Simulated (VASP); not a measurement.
# KBr (Pm-3m) in VASP: a series of runs, part 2 of 2

VASP 6.6.1.

### Step 3. Relaxation of cell and atoms, LDA

Contents of INCAR:

```
SYSTEM = KBr
  PREC = Accurate
  ENCUT = 600
  EDIFF = 1E-6
  ISMEAR = -1
  SIGMA = 0.02
  LREAL = .FALSE.
  LASPH = .TRUE.
  NELM = 80
  ALGO = Normal
  ISIF = 3
  LWAVE = .FALSE.
  LCHARG = .FALSE.
  GGA = CA
  IBRION = 2
  NSW = 80
  EDIFFG = -0.005
```

Contents of KPOINTS:

```
Automatic mesh
0
G
  6 6 6
  0 0 0
```

Contents of POSCAR:

```
KBr
1.0
    4.0391634345      0.0000000000      0.0000000000
    0.0000000000      4.0391634345      0.0000000000
    0.0000000000      0.0000000000      4.0391634345
K Br
1 1
Direct
    0.0000000000      0.0000000000      0.0000000000
    0.5000000000      0.5000000000      0.5000000000
```

Potentials or basis: VASP PAW LDA potentials, release 64 (K_sv, Br).

Started as:

```console
$ cat potpaw_LDA.64/K_sv/POTCAR potpaw_LDA.64/Br/POTCAR > POTCAR
$ mpirun -np 1 vasp_std > vasp.out
```

OUTCAR:

```text
SYSTEM = KBr
   PREC = Accurate
   ENCUT = 600
   EDIFF = 1E-6
   ISMEAR = -1
   LREAL = .FALSE.
   LASPH = .TRUE.
   NELM = 80
   ISIF = 3
   GGA = CA
   IBRION = 2
   NSW = 80
   EDIFFG = -0.005

 ion  position               nearest neighbor table
   1  0.000  0.000  0.000-
   2  0.500  0.500  0.500-

  LATTYP: Found a simple cubic cell.
 ALAT       =     4.0391634345

  Lattice vectors:

 A1 = (   4.0391634345,   0.0000000000,   0.0000000000)
 A2 = (   0.0000000000,   4.0391634345,   0.0000000000)
 A3 = (   0.0000000000,   0.0000000000,   4.0391634345)

Analysis of symmetry for initial positions (statically):
=====================================================================
 Subroutine PRICEL returns:
 Original cell was already a primitive cell.

 Routine SETGRP: Setting up the symmetry group for a
 simple cubic supercell.

 Subroutine GETGRP returns: Found 48 space group operations
 (whereof 48 operations were pure point group operations)
 out of a pool of 48 trial point group operations.

The static configuration has the point symmetry O_h .

Analysis of symmetry for dynamics (positions and initial velocities):
=====================================================================
 Subroutine PRICEL returns:
 Original cell was already a primitive cell.

 Routine SETGRP: Setting up the symmetry group for a
 simple cubic supercell.

 Subroutine GETGRP returns: Found 48 space group operations
 (whereof 48 operations were pure point group operations)
 out of a pool of 48 trial point group operations.

The dynamic configuration has the point symmetry O_h .

 Subroutine INISYM returns: Found 48 space group operations
 (whereof 48 operations are pure point group operations),
 and found     1 'primitive' translations

----------------------------------------------------------------------------------------

                                     Primitive cell

  volume of cell :      65.8983

  direct lattice vectors                    reciprocal lattice vectors
     4.039163434  0.000000000  0.000000000     0.247576018  0.000000000  0.000000000
     0.000000000  4.039163434  0.000000000     0.000000000  0.247576018  0.000000000
     0.000000000  0.000000000  4.039163434     0.000000000  0.000000000  0.247576018

  length of vectors
     4.039163434  4.039163434  4.039163434     0.247576018  0.247576018  0.247576018

  position of ions in fractional coordinates (direct lattice)
     0.000000000  0.000000000  0.000000000
     0.500000000  0.500000000  0.500000000

  ion indices of the primitive-cell ions
   primitive index   ion index
                 1           1
                 2           2

----------------------------------------------------------------------------------------

 KPOINTS: Automatic mesh

Automatic generation of k-mesh.
 Grid dimensions read from file:
 generate k-points for:    6    6    6

 Generating k-lattice:

  Cartesian coordinates                     Fractional coordinates (reciprocal lattice)
     0.041262670  0.000000000  0.000000000     0.166666667  0.000000000  0.000000000
[... 48 lines left out ...]
   ISPIN  =      1    spin polarized calculation?
   LNONCOLLINEAR =      F non collinear calculations
   LSORBIT =      F    spin-orbit coupling
   LASPH  =      T    aspherical Exc in radial PAW
   ENCUT  =  600.0 eV  44.10 Ry    6.64 a.u.   8.07  8.07  8.07*2*pi/ulx,y,z
   NELM   =     80;   NELMIN=  2; NELMDL= -5     # of ELM steps
   EDIFF  = 0.1E-05   stopping-criterion for ELM
   LREAL  =      F    real-space projection
   EDIFFG = -.5E-02   stopping-criterion for IOM
   NSW    =     80    number of steps for IOM
   IBRION =      2    ionic relax: 0-MD 1-quasi-New 2-CG
   NFREE  =      1    steps in history (QN), initial steepest desc. (CG)
   ISIF   =      3    stress and relaxation
   ISYM   =      2    0-nonsym 1-usesym 2-fastsym
   POTIM  = 0.5000    time-step for ionic-motion
   TEBEG  =    0.0;   TEEND  =   0.0 temperature during run
   PSTRESS=    0.0 pullay stress
   NELECT =      16.0000    total number of electrons
   NUPDOWN=      -1.0000    fix difference up-down
   EMIN   =  10.00;   EMAX   =-10.00  energy-range for DOS
   EFERMI =   0.00;   METHOD = LEGACY
   ISMEAR =    -1;   SIGMA  =   0.02  broadening in eV -4-tet -1-fermi 0-gaus
   EFERMI_NEDOS =   21; number of points for ismear=-14 and -15
   IALGO  =     38    algorithm
   IMIX   =      4    mixing-type and parameters
     AMIX     =   0.40;   BMIX     =  1.00
     AMIX_MAG =   1.60;   BMIX_MAG =  1.00
  volume/ion in A,a.u.               =      32.95       222.35
  Fermi-wavevector in a.u.,A,eV,Ry     =   1.021308  1.929992 14.191829  1.043070
  Thomas-Fermi vector in A             =   2.154926
   LORBIT       =      0    0 simple, 1 ext, 2 COOP (PROOUT), +10 PAW based schemes
   GGA     = CA    functional components
   LHFCALC =     F    Hartree Fock is set to
   AEXX    =    0.0000 exact exchange contribution
   IVDW    =     0    specifies the selected vdW correction
   LEPSILON=     F    determine dielectric tensor
   LRPA    =     F    only Hartree local field effects (RPA)
 conjugate gradient relaxation of ions
 non-spin polarized calculation
  energy-cutoff  :      600.00
  volume of cell :       65.90
 maximum number of plane-waves:      2272
   NGX = 17   NGY = 17   NGZ = 17

--------------------------------------- Ionic step        1  -------------------------------------------

 number of electron      15.9999998 magnetization

 Free energy of the ion-electron system (eV)
  ---------------------------------------------------
  ext. energy  EPLUGINS =         0.00000000
  ---------------------------------------------------
  free energy    TOTEN  =        -6.68804484 eV

  energy without entropy =       -6.68804484  energy(sigma->0) =       -6.68804484

------------------------ aborting loop because EDIFF is reached ----------------------------------------

  FORCE on cell =-STRESS in cart. coord.  units (eV):
  Direction    XX          YY          ZZ          XY          YZ          ZX
  --------------------------------------------------------------------------------------
  -------------------------------------------------------------------------------------
  Total       -1.0600677     -1.0600677     -1.0600677      0.0000000     -0.0000000      0.0000000
  in kB      -25.7732919    -25.7732919    -25.7732919      0.0000000     -0.0000000      0.0000000
  external PRESSURE =     -25.7732919 kB  Pullay stress =       0.0000000 kB
[... 23 lines left out ...]
--------------------------------------- Ionic step        2  -------------------------------------------

 number of electron      16.0000001 magnetization

 E-fermi :  -0.0309     XC(G=0):  -8.6576

 val. band max:       -0.4989432789   @ k =   0.5000   0.5000   0.0000
 cond. band min:       3.2356855948   @ k =   0.0000   0.0000   0.0000
 fundamental gap:      3.7346288736
 Fermi energy:        -0.0309084509

 k-point     1 :       0.0000    0.0000    0.0000
  band No.  band energies     occupation
      1     -28.6741      2.00000
      2     -13.4834      2.00000
      3     -12.3262      2.00000
      4     -12.3262      2.00000
      5     -12.3262      2.00000
      6      -0.7951      2.00000
      7      -0.7951      2.00000
      8      -0.7951      2.00000
      9       3.2357      0.00000
     10       4.9650      0.00000
     11       4.9650      0.00000
     12       9.1746      0.00000
[... 348 lines left out ...]
  FREE ENERGIE OF THE ION-ELECTRON SYSTEM (eV)
  ---------------------------------------------------
  free  energy   TOTEN  =        -6.7768385603 eV

  energy  without entropy=       -6.7768385603  energy(sigma->0) =       -6.77683856

[... ionic steps 4 to 18 ...]

--------------------------------------- Ionic step       19  -------------------------------------------

 number of electron      16.0000001 magnetization

------------------------ aborting loop because EDIFF is reached ----------------------------------------
[... 67 lines left out ...]
--------------------------------------- Ionic step       21  -------------------------------------------

 number of electron      16.0000001 magnetization

 Free energy of the ion-electron system (eV)
  ---------------------------------------------------
  ext. energy  EPLUGINS =         0.00000000
  ---------------------------------------------------
  free energy    TOTEN  =        -6.77709750 eV

  energy without entropy =       -6.77709750  energy(sigma->0) =       -6.77709750

 E-fermi :   0.4649     XC(G=0):  -8.9953

 val. band max:       -0.0354197036   @ k =   0.5000   0.5000   0.0000
 cond. band min:       3.9857425828   @ k =   0.0000   0.0000   0.0000
 fundamental gap:      4.0211622864
 Fermi energy:         0.4648863875

 k-point     1 :       0.0000    0.0000    0.0000
  band No.  band energies     occupation
      1     -28.1430      2.00000
      2     -13.2128      2.00000
      3     -11.7865      2.00000
      4     -11.7865      2.00000
      5     -11.7865      2.00000
      6      -0.3576      2.00000
      7      -0.3576      2.00000
      8      -0.3576      2.00000
      9       3.9857      0.00000
     10       5.2831      0.00000
     11       5.2831      0.00000
     12       9.7804      0.00000
[... 312 lines left out ...]
  FREE ENERGIE OF THE ION-ELECTRON SYSTEM (eV)
  ---------------------------------------------------
  free  energy   TOTEN  =        -6.7770975049 eV

  energy  without entropy=       -6.7770975049  energy(sigma->0) =       -6.77709750

 reached required accuracy - stopping structural energy minimisation
```

OSZICAR:

```text
N       E                     dE             d eps       ncg     rms          rms(c)
DAV:   1     0.114132360095E+03    0.11413E+03   -0.76243E+03   480   0.132E+03
DAV:   2     0.674359748745E+00   -0.11346E+03   -0.10467E+03   548   0.303E+02
DAV:   3    -0.662813192457E+01   -0.73025E+01   -0.72615E+01   640   0.673E+01
DAV:   4    -0.689079832285E+01   -0.26267E+00   -0.26241E+00   804   0.127E+01
[... 116 lines left out ...]
       N       E                     dE             d eps       ncg     rms          rms(c)
DAV:   1    -0.677711371947E+01   -0.16889E-04   -0.35264E-04   524   0.205E-01    0.253E-02
DAV:   2    -0.677710033766E+01    0.13382E-04   -0.27782E-05   628   0.531E-02    0.948E-03
DAV:   3    -0.677709740718E+01    0.29305E-05   -0.10406E-05   852   0.281E-02    0.788E-03
DAV:   4    -0.677709750490E+01   -0.97714E-07   -0.11747E-07   368   0.340E-03
  21 F= -.67770975E+01 E0= -.67770975E+01  d E =-.176683E-04
```

CONTCAR:

```text
KBr
   1.00000000000000
     3.8344584775953021    0.0000000000000000    0.0000000000000000
     0.0000000000000000    3.8344584775953017    0.0000000000000000
    -0.0000000000000000   -0.0000000000000000    3.8344584775953017
  K               Br
     1     1
Direct
     0.0000000000000000    0.0000000000000000    0.0000000000000000
     0.5000000000000000    0.5000000000000000    0.5000000000000000

  0.00000000E+00  0.00000000E+00  0.00000000E+00
  0.00000000E+00  0.00000000E+00  0.00000000E+00
```

Wall time 66 s (1 thread of Intel Xeon Platinum 8488C (Sapphire Rapids), shared host); peak memory 0.17 GiB.

What came out:

```
Free energy                            : -6.7771 eV
Relaxed volume                         : 28.19 Å³/atom
Relaxed cell                           : a = 3.834 Å, b = 3.834 Å, c = 3.834 Å, α = 90.00°, β = 90.00°, γ = 90.00°
Space group after relaxing (to 0.05 Å) : Pm-3m (No. 221)
Energy gained by relaxing              : 44.5 meV/atom
Ionic steps                            : 21
Pressure after relaxing                : 0.0 GPa
Band gap on the k mesh                 : 4.02 eV, indirect (least direct gap 4.34 eV)
```

The path:
```
step  energy change (eV)  largest force (eV/Å)  pressure (GPa)  volume (Å³)
   1              0.0000                0.0000           -2.58        65.90
   2             -0.0648                0.0000           -1.56        60.97
   3             -0.0888                0.0000           -0.18        56.82
   4             -0.0890                0.0000            0.03        56.32
   5             -0.0890                0.0000           -0.06        56.50
   6             -0.0890                0.0000           -0.06        56.50
   7             -0.0890                0.0000           -0.08        56.49
   8             -0.0890                0.0000           -0.05        56.49
   9             -0.0890                0.0000           -0.05        56.49
  10             -0.0890                0.0000           -0.05        56.49
  11             -0.0890                0.0000           -0.05        56.49
  12             -0.0890                0.0000           -0.05        56.49
  13             -0.0890                0.0000           -0.06        56.49
  14             -0.0890                0.0000           -0.06        56.48
  15             -0.0890                0.0000           -0.07        56.48
  16             -0.0890                0.0000           -0.05        56.47
  17             -0.0890                0.0000           -0.04        56.45
  18             -0.0891                0.0000           -0.03        56.40
  19             -0.0890                0.0000            0.03        56.31
  20             -0.0891                0.0000            0.03        56.36
  21             -0.0891                0.0000            0.01        56.38
```

Final structure:
```
K Br
1.0
     3.83446    0.00000    0.00000
     0.00000    3.83446    0.00000
     0.00000    0.00000    3.83446
K Br
1 1
Direct
  0.00000 0.00000 0.00000
  0.50000 0.50000 0.50000
```

Levels at points of the mesh, in eV from the valence-band top:
| k point | band 6 | band 7 | band 8 | band 9 | band 10 | band 11 |
| --- | --- | --- | --- | --- | --- | --- |
| (0.00, 0.00, 0.00) | -0.32 | -0.32 | -0.32 | 4.02 | 5.32 | 5.32 |
| (0.50, 0.00, 0.00) | -2.56 | -0.34 | -0.34 | 6.79 | 6.84 | 8.23 |
| (0.50, 0.50, 0.00) | -1.75 | -1.75 | 0.00 | 4.88 | 6.35 | 7.89 |
| (0.50, 0.50, 0.50) | -1.93 | -1.93 | -1.93 | 7.46 | 7.46 | 7.46 |

### Step 4. Relaxation of cell and atoms, r2SCAN

POSCAR is that of step 3.

Contents of INCAR.step1:

```
ALGO     = Normal         # electronic algorithm
EDIFF    = 1E-4           # SCF threshold, eV
ENCUT    = 600            # plane-wave cutoff, eV
GGA      = PE             # functional
ISMEAR   = -1             # smearing method
LASPH    = T              # aspherical terms in the spheres
LCHARG   = F              # write CHGCAR
LREAL    = F              # projectors in reciprocal space
LWAVE    = T              # write WAVECAR
NELM     = 100            # most SCF steps
PREC     = Accurate       # precision mode
SIGMA    = 0.02           # smearing width, eV
```

Contents of INCAR.step2:

```
ALGO     = Normal         # electronic algorithm
EDIFF    = 1E-6           # SCF threshold, eV
EDIFFG   = -0.005         # ionic threshold
ENCUT    = 600            # plane-wave cutoff, eV
IBRION   = 2              # ionic algorithm
ISIF     = 3              # what is computed and relaxed
ISMEAR   = -1             # smearing method
ISTART   = 1            
LASPH    = T              # aspherical terms in the spheres
LCHARG   = F              # write CHGCAR
LMIXTAU  = T            
LREAL    = F              # projectors in reciprocal space
LWAVE    = F              # write WAVECAR
METAGGA  = R2SCAN         # meta-GGA
NELM     = 100            # most SCF steps
NSW      = 80             # ionic steps
PREC     = Accurate       # precision mode
SIGMA    = 0.02           # smearing width, eV
```

Contents of KPOINTS:

```
k-points
0
Gamma
  6 6 6
```

Potentials or basis: VASP PAW PBE potentials, release 64 (K_sv, Br).

Started as:

```console
$ cat potpaw_PBE.64/K_sv/POTCAR potpaw_PBE.64/Br/POTCAR > POTCAR
$ cp INCAR.step1 INCAR
$ mpirun -np 1 vasp_std > vasp.out
$ cp INCAR.step2 INCAR
$ mpirun -np 1 vasp_std > vasp.out
```

Run time: 2.3 min. Hardware: 1 thread of Intel Xeon Platinum 8488C (Sapphire Rapids), shared host; peak memory 0.2 GiB.

It converged, with:

| Item | Value |
| --- | --- |
| Free energy | -23.1449 eV |
| Relaxed volume | 31.44 Å³/atom |
| Relaxed cell | a = 3.976 Å, b = 3.976 Å, c = 3.976 Å, α = 90.00°, β = 90.00°, γ = 90.00° |
| Space group after relaxing (to 0.05 Å) | Pm-3m (No. 221) |
| Energy gained by relaxing | 3.9 meV/atom |
| Ionic steps | 4 |
| Pressure after relaxing | 0.0 GPa |
| Band gap on the k mesh | 4.77 eV, indirect (least direct gap 5.05 eV) |

The path:
```csv
step,energy change (eV),largest force (eV/Å),pressure (GPa),volume (Å³)
1,0.0000,0.0000,-0.78,65.90
2,-0.0058,0.0000,-0.42,64.37
3,-0.0078,0.0000,-0.05,63.05
4,-0.0078,0.0000,0.01,62.87
```

Final structure:
```cif
data_structure
_symmetry_space_group_name_H-M 'P 1'
_symmetry_Int_Tables_number 1
_cell_length_a 3.9764
_cell_length_b 3.9764
_cell_length_c 3.9764
_cell_angle_alpha 90.000
_cell_angle_beta 90.000
_cell_angle_gamma 90.000
_cell_volume 62.87
loop_
_atom_site_label
_atom_site_type_symbol
_atom_site_fract_x
_atom_site_fract_y
_atom_site_fract_z
_atom_site_occupancy
K1 K 0.00000 0.00000 0.00000 1
Br1 Br 0.50000 0.50000 0.50000 1
```

Levels at points of the mesh, in eV from the valence-band top:
```csv
k point,band 5,band 6,band 7,band 8,band 9,band 10,band 11,band 12
"(0.00, 0.00, 0.00)",-12.40,-0.28,-0.28,-0.28,4.77,6.35,6.35,10.55
"(0.50, 0.00, 0.00)",-12.19,-2.09,-0.26,-0.26,7.40,7.77,8.67,9.59
"(0.50, 0.50, 0.00)",-12.36,-1.50,-1.50,0.00,5.84,7.27,8.79,8.79
"(0.50, 0.50, 0.50)",-12.52,-1.56,-1.56,-1.56,8.15,8.15,8.15,10.41
```

Caveat: the PAW data sets were made with another functional, which shifts forces and pressure a little.

### Step 5. Overview

```tsv
level	potentials or basis	gap on the mesh (eV)	pressure (GPa)	relaxed volume (Å³/atom)
PBEsol	VASP PAW PBE potentials, release 64 (K_sv, Br)	3.95	0.0	30.53
LDA	VASP PAW LDA potentials, release 64 (K_sv, Br)	4.02	0.0	28.19
r2SCAN	VASP PAW PBE potentials, release 64 (K_sv, Br)	4.77	0.0	31.44
```

Alike in all rows: task relaxation of cell and atoms; no spin polarisation; cell relaxed; k mesh 6 × 6 × 6; cutoff (eV) 600; smearing fermi-dirac 0.02 eV.

Caveats: the PAW data sets were made with another functional, which shifts forces and pressure a little (some runs).

Absolute energies hang on the potentials; compare differences alone.
